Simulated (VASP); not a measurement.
# Al (C2/m) in VASP: further runs, part 2 of 2

VASP 6.6.1. Earlier steps stand in the parts before.

## 3. Single point, PBE

File INCAR:

```
PREC = Accurate
ENCUT = 520
EDIFF = 1E-7
ISMEAR = 0
SIGMA = 0.15
LREAL = False
LASPH = True
NELM = 80
ALGO = Fast
ISIF = 2
LWAVE = False
LCHARG = False
GGA = PE
NBANDS = 14
```

File KPOINTS:

```
Automatic mesh
0
Gamma
  16 16 5
```

File POSCAR:

```
Al
1.0
   -1.6174623135      1.6174623135     -1.6174623135
   -1.6174623135     -1.6174623135      1.6174623135
   -1.2939698508      6.4698492542      6.4698492542
Al
4
Direct
   -0.3500000000     -0.3500000000      0.8750000000
    0.4500000000      0.4500000000      0.1250000000
   -0.1500000000     -0.1500000000      0.3750000000
    0.2500000000      0.2500000000      0.6250000000
```

Potentials or basis: VASP PAW PBE potentials, release 64 (Al).

Command:

```bash
$ cat potpaw_PBE.64/Al/POTCAR > POTCAR
$ mpirun -np 1 vasp_std > vasp.out
```

OUTCAR:

```text
PREC = Accurate
   ENCUT = 520
   EDIFF = 1E-7
   ISMEAR = 0
   LREAL = False
   LASPH = True
   NELM = 80
   ISIF = 2
   GGA = PE

 ion  position               nearest neighbor table
   1  0.650  0.650  0.875-   2 2.31   4 2.80   4 2.80   4 3.23   4 3.23
   2  0.450  0.450  0.125-   1 2.31   3 2.80   3 2.80   3 3.23   3 3.23
   3  0.850  0.850  0.375-   2 2.80   4 2.80   2 2.80   4 2.80   2 3.23   4 3.23   4 3.23   2 3.23

   4  0.250  0.250  0.625-   1 2.80   3 2.80   3 2.80   1 2.80   3 3.23   1 3.23   1 3.23   3 3.23

  LATTYP: Found a base centered monoclinic cell.
 ALAT       =     3.2349246270
 B/A-ratio  =     1.4142135624
 C/A-ratio  =     2.8565713715
 COS(beta)  =    -0.1400280084

  Lattice vectors:

 A1 = (   1.6174623135,  -1.6174623135,   1.6174623135)
 A2 = (   1.6174623135,   1.6174623135,  -1.6174623135)
 A3 = (  -1.2939698508,   6.4698492542,   6.4698492542)

Analysis of symmetry for initial positions (statically):
=====================================================================
 Subroutine PRICEL returns:
 Original cell was already a primitive cell.

 Routine SETGRP: Setting up the symmetry group for a
 base centered monoclinic supercell.

 Subroutine GETGRP returns: Found  4 space group operations
 (whereof  2 operations were pure point group operations)
 out of a pool of  4 trial point group operations.

The static configuration has the point symmetry C_1h.
 The point group associated with its full space group is C_2h.

Analysis of symmetry for dynamics (positions and initial velocities):
=====================================================================
 Subroutine PRICEL returns:
 Original cell was already a primitive cell.

 Routine SETGRP: Setting up the symmetry group for a
 base centered monoclinic supercell.

 Subroutine GETGRP returns: Found  4 space group operations
 (whereof  2 operations were pure point group operations)
 out of a pool of  4 trial point group operations.

The dynamic configuration has the point symmetry C_1h.
 The point group associated with its full space group is C_2h.

[... 130 lines left out ...]
   IVDW    =     0    specifies the selected vdW correction
   LEPSILON=     F    determine dielectric tensor
   LRPA    =     F    only Hartree local field effects (RPA)
 non-spin polarized calculation
 RMM-DIIS sequential band-by-band and
 Gauss-broadening in eV      SIGMA  =   0.15
  energy-cutoff  :      520.00
  volume of cell :       67.71
 maximum number of plane-waves:      1844
 NGX is ok and might be reduce to    24
   NGX = 11   NGY = 11   NGZ = 35

 number of electron      12.0000000 magnetization

 Free energy of the ion-electron system (eV)
  ---------------------------------------------------
  ext. energy  EPLUGINS =         0.00000000
  ---------------------------------------------------
  free energy    TOTEN  =       -14.08910907 eV

  energy without entropy =      -14.07059849  energy(sigma->0) =      -14.07985378

 E-fermi :   7.6771     XC(G=0): -10.0914

 val. band max:        7.6703324114   @ k =   0.5000  -0.0000   0.0000
 cond. band min:       7.6771690842   @ k =  -0.1250   0.4375   0.2000
 fundamental gap:      0.0068366729
 Fermi energy:         7.6770657891

 k-point     1 :       0.0000    0.0000    0.0000
  band No.  band energies     occupation
      1      -3.2394      2.00000
      2      -1.4955      2.00000
      3      -1.4673      2.00000
      4       3.4266      2.00000
      5       3.9086      2.00000
      6      11.6084      0.00000
      7      11.9905      0.00000
      8      15.9907      0.00000
      9      16.2074      0.00000
     10      16.2679      0.00000
     11      16.4583      0.00000
     12      17.6224      0.00000
     13      17.8588      0.00000
     14      18.4132      0.00000
[... 377 lines left out ...]
      1      -3.1290      2.00000
      2      -1.3862      2.00000
      3      -1.3586      2.00000
      4       3.5280      2.00000
      5       4.0170      2.00000
      6      11.6762      0.00000
      7      12.0801      0.00000
      8      14.6552      0.00000
      9      14.8593      0.00000
     10      16.6680      0.00000
     11      16.9256      0.00000
     12      17.7731      0.00000
     13      17.7951      0.00000
     14      17.8839      0.00000

 [... further k-points ...]
[... 5 lines left out ...]
  --------------------------------------------------------------------------------------
  -------------------------------------------------------------------------------------
  Total        0.0362891      2.5492333      2.5492333      0.5809902      2.2420992      0.5809902
  in kB        0.8587448     60.3250467     60.3250467     13.7485496     53.0570277     13.7485495
  external PRESSURE =      40.5029461 kB  Pullay stress =       0.0000000 kB

 VOLUME and BASIS-vectors are now :
 -----------------------------------------------------------------------------
  energy-cutoff  :      520.00
  volume of cell :       67.71
      direct lattice vectors                 reciprocal lattice vectors
    -1.617462313  1.617462313 -1.617462313    -0.309126213  0.123650485 -0.185475728
    -1.617462313 -1.617462313  1.617462313    -0.309126213 -0.185475728  0.123650485
    -1.293969851  6.469849254  6.469849254     0.000000000  0.077281553  0.077281553

 POSITION                                       TOTAL-FORCE (eV/Angst)
 -----------------------------------------------------------------------------------
     -3.23492      5.66112      5.66112        -0.413290     -1.679825     -1.679825
     -1.61746      0.80873      0.80873         0.413290      1.679825      1.679825
     -3.23492      2.42619      2.42619        -0.015459     -0.062165     -0.062165
     -1.61746      4.04366      4.04366         0.015459      0.062165      0.062165
 -----------------------------------------------------------------------------------
    total drift:                                0.000001      0.000000      0.000000

  FREE ENERGIE OF THE ION-ELECTRON SYSTEM (eV)
  ---------------------------------------------------
  free  energy   TOTEN  =       -14.0891090682 eV

  energy  without entropy=      -14.0705984947  energy(sigma->0) =      -14.07985378
```

stdout:

```text
POSCAR found type information on POSCAR Al
 POSCAR found :  1 types and       4 ions
 scaLAPACK will be used
 LDA part: xc-table for (Slater+PW92), standard interpolation
 POSCAR, INCAR and KPOINTS ok, starting setup
 FFT: planning ... GRIDC
 FFT: planning ... GRID_SOFT
 FFT: planning ... GRID
 WAVECAR not read
 entering main loop
```

It took 5.9 min on 1 thread of Intel Xeon 8259CL, shared host; peak memory 0.37 GiB.

Results:

| Quantity | Value |
| --- | --- |
| Free energy | -14.0891 eV |
| Pressure | 4.1 GPa |
| Largest force | 2.411 eV/Å |
| Band gap on the k mesh | zero (bands 6 and 7 overlap by 6.52 eV) |

Forces on the atoms (eV/Å):
```
Al  -0.413 -1.680 -1.680
Al   0.413  1.680  1.680
Al  -0.015 -0.062 -0.062
Al   0.015  0.062  0.062
```

Caveat: the cell stands under pressure; forces of over 1 eV/Å act on the atoms, so gaps and moduli don't describe the material at rest.

## 4. Single point, PBE

File INCAR:

```
ALGO     = Fast           # electronic algorithm
EDIFF    = 1E-6           # SCF threshold, eV
ENCUT    = 520            # plane-wave cutoff, eV
GGA      = PE             # functional
ISIF     = 2              # what is computed and relaxed
ISMEAR   = 0              # smearing method
LASPH    = True           # aspherical terms in the spheres
LCHARG   = False          # write CHGCAR
LREAL    = False          # projectors in reciprocal space
LWAVE    = False          # write WAVECAR
NBANDS   = 14             # bands
NELM     = 100            # most SCF steps
PREC     = Accurate       # precision mode
SIGMA    = 0.15           # smearing width, eV
```

File KPOINTS:

```
k-points
0
Gamma
  16 16 5
```

File POSCAR:

```
Al
1.0
   -1.6174623135      1.6174623135     -1.6174623135
   -1.6174623135     -1.6174623135      1.6174623135
   -0.9704773881      6.4698492542      6.4698492542
Al
4
Direct
   -0.2625000000     -0.2625000000      0.8750000000
    0.4625000000      0.4625000000      0.1250000000
   -0.1125000000     -0.1125000000      0.3750000000
    0.3125000000      0.3125000000      0.6250000000
```

Command:

```bash
$ cat potpaw_PBE.64/Al/POTCAR > POTCAR
$ mpirun -np 1 vasp_std > vasp.out
```

Run time: 5.3 min. Hardware: 1 thread of Intel Xeon 8259CL, shared host; peak memory 0.36 GiB.

The run converged. Its results:

```
Free energy            : -14.2533 eV
Pressure               : 2.9 GPa
Largest force          : 1.738 eV/Å
Band gap on the k mesh : zero (bands 6 and 7 overlap by 6.36 eV)
```

Forces in eV/Å, atoms in the order of the input:
```
Al  -0.602 -1.153 -1.153
Al   0.602  1.153  1.153
Al  -0.025 -0.043 -0.043
Al   0.025  0.043  0.043
```

Stress tensor (GPa, compression positive):
```
0.16 2.00 2.00
2.00 4.21 3.59
2.00 3.59 4.21
```

Levels at points of the mesh, in eV from the Fermi level:
```csv
k point,band 2,band 3,band 4,band 5,band 6,band 7,band 8,band 9,band 10,band 11
"(0.00, 0.00, 0.00)",-9.18,-9.16,-4.24,-3.78,4.01,4.29,8.26,8.48,8.76,8.95
"(0.50, 0.00, 0.00)",-5.58,-4.50,-4.48,-3.77,-3.12,-0.20,0.24,1.90,2.28,6.87
"(0.50, 0.50, 0.00)",-3.83,-2.56,-2.53,-2.17,-2.10,1.48,1.86,2.19,2.55,3.04
```

Caveat: forces of over 1 eV/Å act on the atoms, so gaps and moduli don't describe the material at rest.

## 5. The runs side by side

| cell | further INCAR settings | gap on the mesh (eV) | pressure (GPa) | largest force (eV/Å) |
| --- | --- | --- | --- | --- |
| a = 2.802, b = 2.802, c = 9.173 Å, angles 87.7, 87.7, 109.5°, 4 atoms | ALGO = Fast; EDIFF = 1e-06; NBANDS = 14 | none | 1.5 | 0.96 |
| a = 2.802, b = 2.802, c = 9.241 Å, angles 85.4, 85.4, 109.5°, 4 atoms | ALGO = Fast; EDIFF = 1e-07; NBANDS = 14 | none | 4.1 | 2.41 |
| a = 2.802, b = 2.802, c = 9.201 Å, angles 86.5, 86.5, 109.5°, 4 atoms | ALGO = Fast; EDIFF = 1e-06; NBANDS = 14 | none | 2.9 | 1.74 |

Alike in all rows: task single point; level PBE; potentials or basis VASP PAW PBE potentials, release 64 (Al); no spin polarisation; k mesh 16 × 16 × 5; cutoff (eV) 520; smearing gaussian 0.15 eV.

Caveats: forces of over 1 eV/Å act on the atoms, so gaps and moduli don't describe the material at rest (at least some runs); the cell stands under pressure (at least some runs).

Absolute energies hang on the potentials; compare differences alone.
